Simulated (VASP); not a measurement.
# ZrAgPdCl2 in VASP: a series of runs, part 2 of 2

VASP 6.6.1.

## (3) Single point, PBE+D3(BJ)

Input file INCAR:

```
PREC = Accurate ; ENCUT = 520
EDIFF = 1E-6 ; ISMEAR = 0
SIGMA = 0.1 ; LREAL = False
LASPH = True ; NELM = 100
ALGO = Normal ; ISIF = 2
LWAVE = False ; LCHARG = False
LDIPOL = True ; IDIPOL = 3
DIPOL = 0.5 0.5 0.282 ; GGA = PE
IVDW = 12 ; NBANDS = 32
```

Input file KPOINTS:

```
regular mesh
0
Gamma
  12 12 1
```

Input file POSCAR:

```
ZrAgPdCl2
1.0
    3.1514251105     -0.0000000108      0.0000000000
   -1.5757125459      2.7292142092      0.0000000000
    0.0000000000      0.0000000000     39.7261300000
Zr Ag Pd Cl
1 1 1 2
Direct
    0.3333333333      0.6666666667      0.3360050999
    0.0000000000      0.0000000000      0.1755750646
    0.6666666667      0.3333333333      0.2277851971
    0.6666666667      0.3333333333      0.2894733167
    0.0000000000      0.0000000000      0.3825714157
```

Potentials or basis: VASP PAW PBE potentials, release 64 (Zr_sv, Ag, Pd, Cl).

Run with:

```console
$ cat potpaw_PBE.64/Zr_sv/POTCAR potpaw_PBE.64/Ag/POTCAR potpaw_PBE.64/Pd/POTCAR potpaw_PBE.64/Cl/POTCAR > POTCAR
$ mpirun -np 1 vasp_std > vasp.out
```

OUTCAR:

```text
PREC = Accurate
   ENCUT = 520
   EDIFF = 1E-6
   ISMEAR = 0
   LREAL = False
   LASPH = True
   NELM = 100
   ISIF = 2
   GGA = PE
   IVDW = 12
 IVDW          = 12

 ion  position               nearest neighbor table
   1  0.333  0.667  0.336-   4 2.59   4 2.59   4 2.59   5 2.59   5 2.59   5 2.59
   2  0.000  0.000  0.176-   3 2.76   3 2.76   3 2.76
   3  0.667  0.333  0.228-   4 2.45   2 2.76   2 2.76   2 2.76
   4  0.667  0.333  0.289-   3 2.45   1 2.59   1 2.59   1 2.59
   5  0.000  0.000  0.383-   1 2.59   1 2.59   1 2.59

  LATTYP: Found a hexagonal cell.
 ALAT       =     3.1514251105
 C/A-ratio  =    12.6057667903

  Lattice vectors:

 A1 = (   3.1514251105,  -0.0000000108,   0.0000000000)
 A2 = (  -1.5757125459,   2.7292142092,   0.0000000000)
 A3 = (   0.0000000000,   0.0000000000,  39.7261300000)

Analysis of symmetry for initial positions (statically):
=====================================================================
 Subroutine PRICEL returns:
 Original cell was already a primitive cell.

 Routine SETGRP: Setting up the symmetry group for a
 hexagonal supercell.

 Subroutine GETGRP returns: Found  6 space group operations
 (whereof  6 operations were pure point group operations)
 out of a pool of 24 trial point group operations.

The static configuration has the point symmetry C_3v.

Analysis of symmetry for dynamics (positions and initial velocities):
=====================================================================
 Subroutine PRICEL returns:
 Original cell was already a primitive cell.

 Routine SETGRP: Setting up the symmetry group for a
 hexagonal supercell.

 Subroutine GETGRP returns: Found  6 space group operations
 (whereof  6 operations were pure point group operations)
 out of a pool of 24 trial point group operations.

The dynamic configuration has the point symmetry C_3v.

 Subroutine INISYM returns: Found  6 space group operations
 (whereof  6 operations are pure point group operations),
 and found     1 'primitive' translations

----------------------------------------------------------------------------------------

                                     Primitive cell

  volume of cell :     341.6810

  direct lattice vectors                    reciprocal lattice vectors
     3.151425110 -0.000000011  0.000000000     0.317316759  0.183202915  0.000000000
    -1.575712546  2.729214209  0.000000000     0.000000001  0.366405832  0.000000000
     0.000000000  0.000000000 39.726130000     0.000000000  0.000000000  0.025172349

  length of vectors
     3.151425110  3.151425110 39.726130000     0.366405832  0.366405832  0.025172349

  position of ions in fractional coordinates (direct lattice)
     0.333333333  0.666666667  0.336005100
     0.000000000  0.000000000  0.175575065
     0.666666667  0.333333333  0.227785197
     0.666666667  0.333333333  0.289473317
     0.000000000  0.000000000  0.382571416

  ion indices of the primitive-cell ions
   primitive index   ion index
                 1           1
                 2           2
                 3           3
                 4           4
                 5           5

----------------------------------------------------------------------------------------
[... 45 lines left out ...]
  0.333333  0.333333  0.000000      2.000000
   k-points           NKPTS =     19   k-points in BZ     NKDIM =     19   number of bands    NBANDS=     32
   number of dos      NEDOS =    301   number of ions     NIONS =      5
   total plane-waves  NPLWV = 172800
   dimension x,y,z NGX =    24 NGY =   24 NGZ =  300
   dimension x,y,z NGXF=    48 NGYF=   48 NGZF=  600
   ions per type =               1   1   1   2
   NGX,Y,Z   is equivalent  to a cutoff of  12.66, 12.66, 12.55 a.u.
   NGXF,Y,Z  is equivalent  to a cutoff of  25.32, 25.32, 25.11 a.u.
 SYSTEM =  unknown system
   PREC   = accura    normal or accurate (medium, high low for compatibility)
   ISTART =      0    job   : 0-new  1-cont  2-samecut
   ICHARG =      2    charge: 1-file 2-atom 10-const
   ISPIN  =      1    spin polarized calculation?
   LNONCOLLINEAR =      F non collinear calculations
   LSORBIT =      F    spin-orbit coupling
   LASPH  =      T    aspherical Exc in radial PAW
   ENCUT  =  520.0 eV  38.22 Ry    6.18 a.u.   5.86  5.86 73.86*2*pi/ulx,y,z
   NELM   =    100;   NELMIN=  2; NELMDL= -5     # of ELM steps
   EDIFF  = 0.1E-05   stopping-criterion for ELM
   LREAL  =      F    real-space projection
   EDIFFG = 0.1E-04   stopping-criterion for IOM
   NSW    =      0    number of steps for IOM
   IBRION =     -1    ionic relax: 0-MD 1-quasi-New 2-CG
   NFREE  =      0    steps in history (QN), initial steepest desc. (CG)
   ISIF   =      2    stress and relaxation
   ISYM   =      2    0-nonsym 1-usesym 2-fastsym
   POTIM  = 0.5000    time-step for ionic-motion
   TEBEG  =    0.0;   TEEND  =   0.0 temperature during run
   PSTRESS=    0.0 pullay stress
   NELECT =      47.0000    total number of electrons
   NUPDOWN=      -1.0000    fix difference up-down
   EMIN   =  10.00;   EMAX   =-10.00  energy-range for DOS
   EFERMI =   0.00;   METHOD = LEGACY
   ISMEAR =     0;   SIGMA  =   0.10  broadening in eV -4-tet -1-fermi 0-gaus
   EFERMI_NEDOS =   21; number of points for ismear=-14 and -15
   IALGO  =     38    algorithm
   IMIX   =      4    mixing-type and parameters
     AMIX     =   0.40;   BMIX     =  1.00
     AMIX_MAG =   1.60;   BMIX_MAG =  1.00
  volume/ion in A,a.u.               =      68.34       461.16
  Fermi-wavevector in a.u.,A,eV,Ry     =   0.845085  1.596979  9.716859  0.714169
  Thomas-Fermi vector in A             =   1.960217
   LORBIT       =      0    0 simple, 1 ext, 2 COOP (PROOUT), +10 PAW based schemes
   GGA     = PE    functional components
   LHFCALC =     F    Hartree Fock is set to
   AEXX    =    0.0000 exact exchange contribution
   IVDW    =    12    specifies the selected vdW correction
   LEPSILON=     F    determine dielectric tensor
   LRPA    =     F    only Hartree local field effects (RPA)
 non-spin polarized calculation
 Gauss-broadening in eV      SIGMA  =   0.10
  energy-cutoff  :      520.00
  volume of cell :      341.68
 maximum number of plane-waves:      9266
 NGX is ok and might be reduce to    24
   NGX = 11   NGY = 11   NGZ =147

 dipolmoment           0.000000      0.000000     -0.002857 electrons x Angstroem

 number of electron      46.9999994 magnetization

 dipolmoment           0.000000      0.000000      0.011120 electrons x Angstroem

 Free energy of the ion-electron system (eV)
  ---------------------------------------------------
  ext. energy  EPLUGINS =         0.00000000
  ---------------------------------------------------
  free energy    TOTEN  =       -23.41741753 eV

  energy without entropy =      -23.40130668  energy(sigma->0) =      -23.40936211

 E-fermi :  -1.0622     XC(G=0):  -3.3627

 val. band max:       -1.1041753424   @ k =   0.3333   0.2500   0.0000
 cond. band min:      -1.0512089302   @ k =   0.3333   0.0833   0.0000
 fundamental gap:      0.0529664122
 Fermi energy:        -1.0621597746

 k-point     1 :       0.0000    0.0000    0.0000
  band No.  band energies     occupation
      1     -50.4174      2.00000
      2     -28.7328      2.00000
      3     -28.0377      2.00000
      4     -28.0377      2.00000
      5     -19.0507      2.00000
      6     -18.3283      2.00000
[... 654 lines left out ...]
     31       5.1944      0.00000
     32       5.3351      0.00000

------------------------ aborting loop because EDIFF is reached ----------------------------------------

 vacuum level on the upper side and lower side of the slab       (xc-potential included)        -0.007        -0.220

 Edisp (eV)   -1.74443

 E8    (eV) :    -0.7727

  FORCE on cell =-STRESS in cart. coord.  units (eV):
  Direction    XX          YY          ZZ          XY          YZ          ZX
  --------------------------------------------------------------------------------------
  -------------------------------------------------------------------------------------
  Total      -0.06117    -0.06117     0.01120     0.00000    -0.00000     0.00000
  in kB      -0.28683    -0.28683     0.05251     0.00000    -0.00000     0.00000
  external pressure =       -0.17 kB  Pullay stress =        0.00 kB

 VOLUME and BASIS-vectors are now :
 -----------------------------------------------------------------------------
  energy-cutoff  :      520.00
  volume of cell :      341.68
      direct lattice vectors                 reciprocal lattice vectors
     3.151425110 -0.000000011  0.000000000     0.317316759  0.183202915  0.000000000
    -1.575712546  2.729214209  0.000000000     0.000000001  0.366405832  0.000000000
     0.000000000  0.000000000 39.726130000     0.000000000  0.000000000  0.025172349

 POSITION                                       TOTAL-FORCE (eV/Angst)
 -----------------------------------------------------------------------------------
      0.00000      1.81948     13.34818        -0.000000     -0.000000      0.008233
      0.00000      0.00000      6.97492        -0.000000      0.000000      0.008573
      1.57571      0.90974      9.04902         0.000000      0.000000     -0.021683
      1.57571      0.90974     11.49965         0.000000     -0.000000     -0.003792
      0.00000      0.00000     15.19808        -0.000000      0.000000      0.008669
 -----------------------------------------------------------------------------------
    total drift:                                0.000000     -0.000000     -0.000011

  FREE ENERGIE OF THE ION-ELECTRON SYSTEM (eV)
  ---------------------------------------------------
  free  energy   TOTEN  =       -25.1618430916 eV

  energy  without entropy=      -25.1457322427  energy(sigma->0) =      -25.15378767

 vacuum level on the upper side and lower side of the slab         3.272         3.091
```

stdout:

```text
POSCAR found type information on POSCAR ZrAgPdCl
 POSCAR found :  4 types and       5 ions
 scaLAPACK will be used
 LDA part: xc-table for (Slater+PW92), standard interpolation
 POSCAR, INCAR and KPOINTS ok, starting setup
 FFT: planning ... GRIDC
 FFT: planning ... GRID_SOFT
 FFT: planning ... GRID
 WAVECAR not read
 entering main loop
```

Wall time 3.1 min (1 thread of Intel Xeon 6975P-C (Granite Rapids), shared host); peak memory 0.61 GiB.

What came out:

* Free energy: -25.1618 eV
* Largest force: 0.022 eV/Å
* Dispersion energy per atom: -0.349 eV

Forces in eV/Å, atoms in the order of the input:
```
Zr   0.000  0.000  0.008
Ag   0.000  0.000  0.009
Pd   0.000  0.000 -0.022
Cl   0.000  0.000 -0.004
Cl   0.000  0.000  0.009
```

Levels at points of the mesh, in eV from the Fermi level:
| k point | band 21 | band 22 | band 23 | band 24 | band 25 | band 26 |
| --- | --- | --- | --- | --- | --- | --- |
| (0.00, 0.00, 0.00) | -1.41 | -1.41 | -0.72 | -0.72 | 0.43 | 0.92 |
| (0.50, 0.00, 0.00) | -0.89 | -0.77 | -0.19 | 1.43 | 2.18 | 3.15 |

Caveat: an odd number of electrons without spin polarisation forces a metal; a magnetic or distorted state may lie lower.

## (4) Single point, PBE+D3(BJ)

Input file INCAR:

```
SYSTEM = ZrAgPdCl2
ALGO = Normal ; DIPOL = 0.5 0.5 0.282
EDIFF = 1E-6 ; ENCUT = 520
GGA = PE ; IDIPOL = 3
ISIF = 2 ; ISMEAR = 0
IVDW = 12 ; LASPH = .True.
LCHARG = .False. ; LDIPOL = .True.
LREAL = .False. ; LWAVE = .False.
NBANDS = 32 ; NELM = 100
PREC = Accurate ; SIGMA = 0.1
```

Input file KPOINTS:

```
k-points
0
Gamma
  12 12 1
  0 0 0
```

Input file POSCAR:

```
ZrAgPdCl2
1.0
    3.1513495071     -0.0000000108      0.0000000000
   -1.5756747442      2.7291487347      0.0000000000
    0.0000000000      0.0000000000     39.7261300000
Zr Ag Pd Cl
1 1 1 2
Direct
    0.3333333333      0.6666666667      0.3359589861
    0.0000000000      0.0000000000      0.1755984294
    0.6666666667      0.3333333333      0.2277282996
    0.6666666667      0.3333333333      0.2895277120
    0.0000000000      0.0000000000      0.3825966669
```

Run with:

```console
$ cat potpaw_PBE.64/Zr_sv/POTCAR potpaw_PBE.64/Ag/POTCAR potpaw_PBE.64/Pd/POTCAR potpaw_PBE.64/Cl/POTCAR > POTCAR
$ mpirun -np 1 vasp_std > vasp.out
```

It took 3.4 min on 1 thread of Intel Xeon 6975P-C (Granite Rapids), shared host; peak memory 0.61 GiB.

Results (log left out):

* Free energy: -25.1617 eV
* Largest force: 0.071 eV/Å
* Dispersion energy per atom: -0.349 eV

Forces on the atoms (eV/Å):
```
Zr   0.000  0.000  0.071
Ag   0.000  0.000 -0.006
Pd   0.000  0.000  0.005
Cl   0.000  0.000 -0.051
Cl   0.000  0.000 -0.019
```

Levels at points of the mesh, in eV from the Fermi level:
```tsv
k point	band 21	band 22	band 23	band 24	band 25	band 26
(0.00, 0.00, 0.00)	-1.41	-1.41	-0.71	-0.71	0.43	0.92
(0.50, 0.00, 0.00)	-0.89	-0.77	-0.19	1.43	2.19	3.15
```

Caveat: an odd number of electrons without spin polarisation forces a metal; a magnetic or distorted state may lie lower.
